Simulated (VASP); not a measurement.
# SrO (F-43m) in VASP: notebook, part 2 of 2

VASP 6.6.1. The steps go on from the part before.

### Step 3. Relaxation of cell and atoms, PBE

This run uses another cell than the first one, of 20.91 Å³/atom.

File INCAR:

```
PREC = Accurate
ENCUT = 600
EDIFF = 1E-6
ISMEAR = -1
SIGMA = 0.02
LREAL = F
LASPH = T
NELM = 80
ALGO = Normal
ISIF = 3
LWAVE = F
LCHARG = F
GGA = PE
IBRION = 2
NSW = 80
EDIFFG = -0.005
```

File KPOINTS:

```
regular mesh
0
Gamma
  8 8 8
```

File POSCAR:

```
SrO
1.0
    0.0000000000      2.7550000145      2.7550000145
    2.7550000145      0.0000000000      2.7550000145
    2.7550000145      2.7550000145      0.0000000000
Sr O
1 1
Direct
    0.0000000000      0.0000000000      0.0000000000
    0.2500000000      0.2500000000      0.2500000000
```

Potentials or basis: VASP PAW PBE potentials, release 64 (Sr_sv, O).

Launch:

```
$ cat potpaw_PBE.64/Sr_sv/POTCAR potpaw_PBE.64/O/POTCAR > POTCAR
$ mpirun -np 1 vasp_std > vasp.out
```

OUTCAR:

```text
PREC = Accurate
   ENCUT = 600
   EDIFF = 1E-6
   ISMEAR = -1
   LREAL = F
   LASPH = T
   NELM = 80
   ISIF = 3
   GGA = PE
   IBRION = 2
   NSW = 80
   EDIFFG = -0.005

 ion  position               nearest neighbor table
   1  0.000  0.000  0.000-   2 2.39   2 2.39   2 2.39   2 2.39
   2  0.250  0.250  0.250-   1 2.39   1 2.39   1 2.39   1 2.39

  LATTYP: Found a face centered cubic cell.
 ALAT       =     5.5100000290

  Lattice vectors:

 A1 = (   0.0000000000,   2.7550000145,   2.7550000145)
 A2 = (   2.7550000145,   0.0000000000,   2.7550000145)
 A3 = (   2.7550000145,   2.7550000145,   0.0000000000)

Analysis of symmetry for initial positions (statically):
=====================================================================
 Subroutine PRICEL returns:
 Original cell was already a primitive cell.

 Routine SETGRP: Setting up the symmetry group for a
 face centered cubic supercell.

 Subroutine GETGRP returns: Found 24 space group operations
 (whereof 24 operations were pure point group operations)
 out of a pool of 48 trial point group operations.

The static configuration has the point symmetry T_d .

Analysis of symmetry for dynamics (positions and initial velocities):
=====================================================================
[... 229 lines left out ...]

 number of electron      16.0000005 magnetization

 Free energy of the ion-electron system (eV)
  ---------------------------------------------------
  ext. energy  EPLUGINS =         0.00000000
  ---------------------------------------------------
  free energy    TOTEN  =       -11.76581362 eV

  energy without entropy =      -11.76581362  energy(sigma->0) =      -11.76581362

 E-fermi :   0.7370     XC(G=0):  -8.5339

 val. band max:        0.2009827542   @ k =  -0.2500   0.5000   0.2500
 cond. band min:       2.6696194738   @ k =   0.0000   0.0000   0.0000
 fundamental gap:      2.4686367196
 Fermi energy:         0.7369851555

 k-point     1 :       0.0000    0.0000    0.0000
  band No.  band energies     occupation
      1     -32.0884      2.00000
      2     -14.5434      2.00000
      3     -13.9844      2.00000
      4     -13.9844      2.00000
      5     -13.9844      2.00000
      6      -0.6013      2.00000
      7      -0.6013      2.00000
      8      -0.6013      2.00000
      9       2.6696      0.00000
     10       8.1631      0.00000
     11       8.1631      0.00000
     12       9.4528      0.00000
[... 331 lines left out ...]
 k-point    24 :      -0.3750    0.2500    0.1250
  band No.  band energies     occupation
      1     -32.0249      2.00000
      2     -15.8785      2.00000
      3     -14.2621      2.00000
      4     -14.1132      2.00000
      5     -12.6995      2.00000
      6      -0.4780      2.00000
      7      -0.3969      2.00000
      8      -0.0641      2.00000
      9       5.0800      0.00000
     10       6.3617      0.00000
     11       7.9302      0.00000
     12       9.0109      0.00000

 [... further k-points ...]

------------------------ aborting loop because EDIFF is reached ----------------------------------------

  FORCE on cell =-STRESS in cart. coord.  units (eV):
  Direction    XX          YY          ZZ          XY          YZ          ZX
  --------------------------------------------------------------------------------------
  -------------------------------------------------------------------------------------
  Total        0.0013994      0.0013994      0.0013994      0.0000000     -0.0000000     -0.0000000
  in kB        0.0503866      0.0503866      0.0503866      0.0000000     -0.0000000     -0.0000000
  external PRESSURE =       0.0503866 kB  Pullay stress =       0.0000000 kB
[... 17 lines left out ...]
  FREE ENERGIE OF THE ION-ELECTRON SYSTEM (eV)
  ---------------------------------------------------
  free  energy   TOTEN  =       -11.7658136172 eV

  energy  without entropy=      -11.7658136172  energy(sigma->0) =      -11.76581362

 reached required accuracy - stopping structural energy minimisation
```

OSZICAR:

```text
N       E                     dE             d eps       ncg     rms          rms(c)
DAV:   1     0.885356232476E+02    0.88536E+02   -0.91000E+03   696   0.141E+03
DAV:   2    -0.959985619682E+01   -0.98135E+02   -0.88651E+02   868   0.261E+02
DAV:   3    -0.146382672205E+02   -0.50384E+01   -0.49945E+01   872   0.595E+01
[... 27 lines left out ...]
DAV:   4    -0.117653622042E+02    0.13185E-02   -0.11349E-02  1104   0.753E-01    0.358E-01
DAV:   5    -0.117656926103E+02   -0.33041E-03   -0.57699E-04   812   0.253E-01    0.110E-01
DAV:   6    -0.117657987433E+02   -0.10613E-03   -0.61252E-04  1164   0.180E-01    0.506E-02
DAV:   7    -0.117658135392E+02   -0.14796E-04   -0.25156E-05  1132   0.406E-02    0.101E-02
DAV:   8    -0.117658136172E+02   -0.78016E-07   -0.11308E-06   544   0.113E-02
   3 F= -.11765814E+02 E0= -.11765814E+02  d E =-.338104E-01
```

CONTCAR:

```text
SrO
   1.00000000000000
    -0.0000000000000000    2.8125609693308560    2.8125609693308560
     2.8125609693308560   -0.0000000000000000    2.8125609693308560
     2.8125609693308560    2.8125609693308560   -0.0000000000000000
  Sr              O
     1     1
Direct
     0.0000000000000000    0.0000000000000000    0.0000000000000000
     0.2500000000000000    0.2500000000000000    0.2500000000000000

  0.00000000E+00  0.00000000E+00  0.00000000E+00
  0.00000000E+00  0.00000000E+00  0.00000000E+00
```

It took 57 s on 1 thread of Intel Xeon 8259CL, shared host; peak memory 0.19 GiB.

Results:

- Free energy: -11.7658 eV
- Relaxed volume: 22.25 Å³/atom
- Relaxed cell: a = 3.978 Å, b = 3.978 Å, c = 3.978 Å, α = 60.00°, β = 60.00°, γ = 60.00°
- Space group after relaxing (to 0.1 Å): F-43m (No. 216)
- Energy gained by relaxing: 16.9 meV/atom
- Ionic steps: 3
- Pressure after relaxing: 0.0 GPa
- Band gap on the k mesh: 2.47 eV (least direct gap 3.27 eV)

The path:
```
step  energy change (eV)  largest force (eV/Å)  pressure (GPa)  volume (Å³)
   1              0.0000                0.0000            4.25        41.82
   2             -0.0314                0.0000           -0.99        45.27
   3             -0.0338                0.0000            0.01        44.50
```

Final structure:
```
Sr O
1.0
     0.00000    2.81256    2.81256
     2.81256    0.00000    2.81256
     2.81256    2.81256    0.00000
Sr O
1 1
Direct
  0.00000 0.00000 0.00000
  0.25000 0.25000 0.25000
```

Levels at points of the mesh, in eV from the valence-band top:
| k point | band 6 | band 7 | band 8 | band 9 | band 10 | band 11 |
| --- | --- | --- | --- | --- | --- | --- |
| (0.00, 0.00, 0.00) | -0.80 | -0.80 | -0.80 | 2.47 | 7.96 | 7.96 |
| (0.50, 0.00, 0.00) | -0.71 | -0.50 | -0.50 | 5.22 | 7.04 | 7.53 |
| (0.50, 0.50, 0.00) | -1.37 | -0.01 | -0.01 | 4.53 | 5.69 | 9.50 |

A k mesh can miss the band edges.
